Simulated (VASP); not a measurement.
# ZnCu in VASP: further runs, part 2 of 2

VASP 6.6.1.

### Step 3. Single point, PBEsol (equal xy, yz and zx shear strains of -1 %)

The input, INCAR:

```
ALGO = Normal
EDIFF = 1E-6
ENCUT = 520
GGA = PS
ISIF = 2
ISMEAR = -1
LASPH = True
LCHARG = True
LELF = True
LREAL = False
LVHAR = True
LWAVE = False
NBANDS = 18
NELM = 100
PREC = Accurate
SIGMA = 0.05
```

The input, KPOINTS:

```
k-points
0
Gamma
  14 14 14
```

The input, POSCAR:

```
ZnCu
1.0
    2.9450000000     -0.0147250000     -0.0147250000
   -0.0147250000      2.9450000000     -0.0147250000
   -0.0147250000     -0.0147250000      2.9450000000
Zn Cu
1 1
Direct
    0.5000000000      0.5000000000      0.5000000000
    0.0000000000      0.0000000000      0.0000000000
```

Potentials or basis: VASP PAW PBE potentials, release 64 (Zn, Cu).

Command:

```sh
> cat potpaw_PBE.64/Zn/POTCAR potpaw_PBE.64/Cu/POTCAR > POTCAR
> mpirun -np 1 vasp_std > vasp.out
```

It took 77 s on 1 thread of Intel Xeon Platinum 8375C at 2.90GHz (Ice Lake), shared host; peak memory 0.25 GiB.

It converged, with:

* Free energy: -6.0873 eV
* Pressure: -4.1 GPa

Stress tensor (GPa, compression positive):
```
-4.07  1.01  1.01
 1.01 -4.07  1.01
 1.01  1.01 -4.07
```

Levels at points of the mesh, in eV from the Fermi level:
| k point | band 8 | band 9 | band 10 | band 11 | band 12 | band 13 | band 14 | band 15 |
| --- | --- | --- | --- | --- | --- | --- | --- | --- |
| (0.00, 0.00, 0.00) | -3.57 | -2.73 | -2.73 | -2.73 | 6.12 | 6.23 | 6.23 | 11.26 |
| (0.50, 0.00, 0.00) | -3.69 | -3.30 | -3.27 | -2.81 | -2.01 | 11.66 | 11.68 | 12.27 |
| (0.50, 0.50, 0.00) | -2.88 | -2.88 | -2.49 | -1.98 | -1.85 | 1.72 | 2.12 | 13.85 |
| (0.50, 0.50, 0.50) | -4.29 | -2.47 | -2.47 | 3.76 | 4.25 | 4.25 | 4.44 | 4.44 |

Caveat: the cell differs from its parent crystal (equal xy, yz and zx shear strains of -1 %); the PAW data sets were made with another functional, which shifts forces and pressure a little.

### Step 4. Single point, PBEsol (equal xy, yz and zx shear strains of +1 %)

The input, INCAR:

```
PREC = Accurate
ENCUT = 520
EDIFF = 1E-6
ISMEAR = -1
SIGMA = 0.05
LREAL = False
LASPH = True
NELM = 60
ALGO = Normal
ISIF = 2
LWAVE = False
LCHARG = False
GGA = PS
NBANDS = 18
```

The input, KPOINTS:

```
regular mesh
0
Gamma
  14 14 14
```

The input, POSCAR:

```
ZnCu
1.0
    2.9450000000      0.0147250000      0.0147250000
    0.0147250000      2.9450000000      0.0147250000
    0.0147250000      0.0147250000      2.9450000000
Zn Cu
1 1
Direct
    0.5000000000      0.5000000000      0.5000000000
    0.0000000000      0.0000000000      0.0000000000
```

Potentials or basis: VASP PAW PBE potentials, release 64 (Zn, Cu).

Command:

```sh
> cat potpaw_PBE.64/Zn/POTCAR potpaw_PBE.64/Cu/POTCAR > POTCAR
> mpirun -np 1 vasp_std > vasp.out
```

OUTCAR:

```text
PREC = Accurate
   ENCUT = 520
   EDIFF = 1E-6
   ISMEAR = -1
   LREAL = False
   LASPH = True
   NELM = 60
   ISIF = 2
   GGA = PS

 ion  position               nearest neighbor table
   1  0.500  0.500  0.500-   2 2.54   2 2.54   2 2.54   2 2.54   2 2.54   2 2.54   2 2.58   2 2.58

   2  0.000  0.000  0.000-   1 2.54   1 2.54   1 2.54   1 2.54   1 2.54   1 2.54   1 2.58   1 2.58

  LATTYP: Found a trigonal (rhomboedric) cell.
 ALAT       =     2.9450736241
 COS(alpha) =     0.0100244988

  Lattice vectors:

 A1 = (   2.9450000000,   0.0147250000,   0.0147250000)
 A2 = (   0.0147250000,   2.9450000000,   0.0147250000)
 A3 = (   0.0147250000,   0.0147250000,   2.9450000000)

Analysis of symmetry for initial positions (statically):
=====================================================================
 Subroutine PRICEL returns:
 Original cell was already a primitive cell.

 Routine SETGRP: Setting up the symmetry group for a
 trigonal (rhombohedral) supercell.

[... 162 lines left out ...]
  free energy    TOTEN  =        -6.08744656 eV

  energy without entropy =       -6.08455565  energy(sigma->0) =       -6.08600110

 E-fermi :   5.3658     XC(G=0): -12.5659

 val. band max:        5.3567950861   @ k =  -0.4286   0.2857   0.2857
 cond. band min:       5.3793720627   @ k =  -0.3571   0.4286   0.2143
 fundamental gap:      0.0225769766
 Fermi energy:         5.3658407825

 k-point     1 :       0.0000    0.0000    0.0000
  band No.  band energies     occupation
      1      -5.0025      2.00000
      2      -2.4566      2.00000
      3      -2.4566      2.00000
      4      -1.7676      2.00000
      5      -1.7676      2.00000
      6      -1.7411      2.00000
[... 481 lines left out ...]
      5      -1.8202      2.00000
      6      -1.7512      2.00000
[... 10 lines left out ...]
     17      21.1371      0.00000
     18      22.5682      0.00000

 [... further k-points ...]

------------------------ aborting loop because EDIFF is reached ----------------------------------------

  FORCE on cell =-STRESS in cart. coord.  units (eV):
  Direction    XX          YY          ZZ          XY          YZ          ZX
  --------------------------------------------------------------------------------------
  -------------------------------------------------------------------------------------
  Total       -0.6484473     -0.6484473     -0.6484473     -0.1432283     -0.1432283     -0.1432283
  in kB      -40.6782096    -40.6782096    -40.6782096     -8.9849547     -8.9849547     -8.9849547
  external PRESSURE =     -40.6782096 kB  Pullay stress =       0.0000000 kB

 VOLUME and BASIS-vectors are now :
 -----------------------------------------------------------------------------
  energy-cutoff  :      520.00
  volume of cell :       25.54
      direct lattice vectors                 reciprocal lattice vectors
     2.945000000  0.014725000  0.014725000     0.339575468 -0.001689430 -0.001689430
     0.014725000  2.945000000  0.014725000    -0.001689430  0.339575468 -0.001689430
     0.014725000  0.014725000  2.945000000    -0.001689430 -0.001689430  0.339575468

 POSITION                                       TOTAL-FORCE (eV/Angst)
 -----------------------------------------------------------------------------------
      1.48722      1.48722      1.48723         0.000000      0.000000      0.000000
      0.00000      0.00000      0.00000        -0.000000     -0.000000      0.000000
 -----------------------------------------------------------------------------------
    total drift:                                0.000000      0.000000     -0.000000

  FREE ENERGIE OF THE ION-ELECTRON SYSTEM (eV)
  ---------------------------------------------------
  free  energy   TOTEN  =        -6.0874465562 eV

  energy  without entropy=       -6.0845556505  energy(sigma->0) =       -6.08600110
```

Run time: 61 s. Hardware: 1 thread of Intel Xeon Platinum 8375C at 2.90GHz (Ice Lake), shared host; peak memory 0.25 GiB.

What came out:

| Quantity | Value |
| --- | --- |
| Free energy | -6.0874 eV |
| Pressure | -4.1 GPa |

Levels at points of the mesh, in eV from the Fermi level:
```
           k point  band 9  band 10  band 11  band 12  band 13  band 14
(0.00, 0.00, 0.00)   -2.73    -2.73    -2.73     6.16     6.16     6.26
(0.50, 0.00, 0.00)   -3.30    -3.27    -2.81    -2.01    11.66    11.68
(0.50, 0.50, 0.00)   -2.88    -2.49    -1.98    -1.85     1.72     2.12
(0.50, 0.50, 0.50)   -2.47    -2.47     3.73     4.27     4.35     4.39
```

Caveat: the cell differs from its parent crystal (equal xy, yz and zx shear strains of +1 %); the PAW data sets were made with another functional, which shifts forces and pressure a little.

### Step 5. Single point, PBEsol (equal xy, yz and zx shear strains of +2 %)

The input, INCAR:

```
SYSTEM = ZnCu
PREC = Accurate
ENCUT = 520
EDIFF = 1E-7
ISMEAR = -1
SIGMA = 0.05
LREAL = .FALSE.
LASPH = .TRUE.
NELM = 80
ALGO = Normal
ISIF = 2
LWAVE = .FALSE.
LCHARG = .FALSE.
GGA = PS
NBANDS = 18
```

The input, KPOINTS:

```
regular mesh
0
G
  14 14 14
  0 0 0
```

The input, POSCAR:

```
ZnCu
1.0
    2.9450000000      0.0294500000      0.0294500000
    0.0294500000      2.9450000000      0.0294500000
    0.0294500000      0.0294500000      2.9450000000
Zn Cu
1 1
Direct
    0.5000000000      0.5000000000      0.5000000000
    0.0000000000      0.0000000000      0.0000000000
```

Command:

```sh
> cat potpaw_PBE.64/Zn/POTCAR potpaw_PBE.64/Cu/POTCAR > POTCAR
> mpirun -np 1 vasp_std > vasp.out
```

It took 90 s on 1 thread of Intel Xeon Platinum 8375C at 2.90GHz (Ice Lake), shared host; peak memory 0.25 GiB.

Results (log left out):

* Free energy: -6.0814 eV
* Pressure: -3.9 GPa

Stress tensor (GPa, compression positive):
```
-3.91 -1.69 -1.69
-1.69 -3.91 -1.69
-1.69 -1.69 -3.91
```

Levels at points of the mesh, in eV from the Fermi level:
| k point | band 7 | band 8 | band 9 | band 10 | band 11 | band 12 | band 13 | band 14 | band 15 | band 16 |
| --- | --- | --- | --- | --- | --- | --- | --- | --- | --- | --- |
| (0.00, 0.00, 0.00) | -3.57 | -3.57 | -2.73 | -2.73 | -2.73 | 6.13 | 6.13 | 6.35 | 11.27 | 11.27 |
| (0.50, 0.00, 0.00) | -5.16 | -3.69 | -3.30 | -3.26 | -2.80 | -2.00 | 11.63 | 11.68 | 12.20 | 12.29 |
| (0.50, 0.50, 0.00) | -3.37 | -2.88 | -2.87 | -2.49 | -2.04 | -1.78 | 1.66 | 2.19 | 13.69 | 15.25 |
| (0.50, 0.50, 0.50) | -4.29 | -4.29 | -2.47 | -2.47 | 3.53 | 4.19 | 4.35 | 4.47 | 4.47 | 4.64 |

Caveat: the cell differs from its parent crystal (equal xy, yz and zx shear strains of +2 %); the PAW data sets were made with another functional, which shifts forces and pressure a little.

### Step 6. Single point, PBEsol (volume scaled by 0.96)

The input, INCAR:

```
SYSTEM = ZnCu
PREC = Accurate
ENCUT = 520
EDIFF = 1E-6
ISMEAR = -1
SIGMA = 0.05
LREAL = .False.
LASPH = .True.
NELM = 60
ALGO = Normal
ISIF = 2
LWAVE = .False.
LCHARG = .False.
GGA = PS
NBANDS = 18
```

The input, KPOINTS:

```
regular mesh
0
Gamma
  14 14 14
  0 0 0
```

The input, POSCAR:

```
ZnCu
1.0
    2.9051978236      0.0000000000      0.0000000000
    0.0000000000      2.9051978236      0.0000000000
    0.0000000000      0.0000000000      2.9051978236
Zn Cu
1 1
Direct
    0.5000000000      0.5000000000      0.5000000000
    0.0000000000      0.0000000000      0.0000000000
```

Potentials or basis: VASP PAW PBE potentials, release 64 (Zn, Cu).

Command:

```sh
> cat potpaw_PBE.64/Zn/POTCAR potpaw_PBE.64/Cu/POTCAR > POTCAR
> mpirun -np 1 vasp_std > vasp.out
```

Run time: 30 s. Hardware: 1 thread of Intel Xeon 6975P-C, shared host; peak memory 0.18 GiB.

Results (log left out):

- Free energy: -6.0994 eV
- Pressure: 1.1 GPa

Levels at points of the mesh, in eV from the Fermi level:
| k point | band 8 | band 9 | band 10 | band 11 | band 12 | band 13 | band 14 | band 15 | band 16 | band 17 |
| --- | --- | --- | --- | --- | --- | --- | --- | --- | --- | --- |
| (0.00, 0.00, 0.00) | -3.70 | -2.81 | -2.81 | -2.81 | 6.33 | 6.33 | 6.33 | 11.51 | 11.51 | 12.90 |
| (0.50, 0.00, 0.00) | -3.85 | -3.41 | -3.41 | -2.90 | -2.05 | 12.03 | 12.03 | 12.64 | 12.64 | 13.70 |
| (0.50, 0.50, 0.00) | -2.96 | -2.96 | -2.56 | -2.06 | -2.06 | 1.92 | 2.24 | 14.32 | 15.83 | 15.83 |
| (0.50, 0.50, 0.50) | -4.49 | -2.54 | -2.54 | 4.11 | 4.41 | 4.41 | 4.41 | 4.62 | 4.62 | 4.62 |

Caveat: the PAW data sets were made with another functional, which shifts forces and pressure a little.

### Step 7. The runs side by side

| cell | gap on the mesh (eV) | pressure (GPa) |
| --- | --- | --- |
| a = 2.945 Å, angles 91.1°, 2 atoms | none | -3.9 |
| a = 2.945 Å, angles 90.6°, 2 atoms | none | -4.1 |
| a = 2.945 Å, angles 89.4°, 2 atoms | none | -4.1 |
| a = 2.945 Å, angles 88.8°, 2 atoms | none | -3.9 |
| a = 2.905 Å, 2 atoms | none | 1.1 |

Alike in all rows: task single point; level PBEsol; potentials or basis VASP PAW PBE potentials, release 64 (Zn, Cu); no spin polarisation; k mesh 14 × 14 × 14; cutoff (eV) 520; smearing fermi-dirac 0.05 eV.

Caveats: the PAW data sets were made with another functional, which shifts forces and pressure a little.

Total energies depend on the potentials used, so only differences within one code and one set of settings carry meaning.
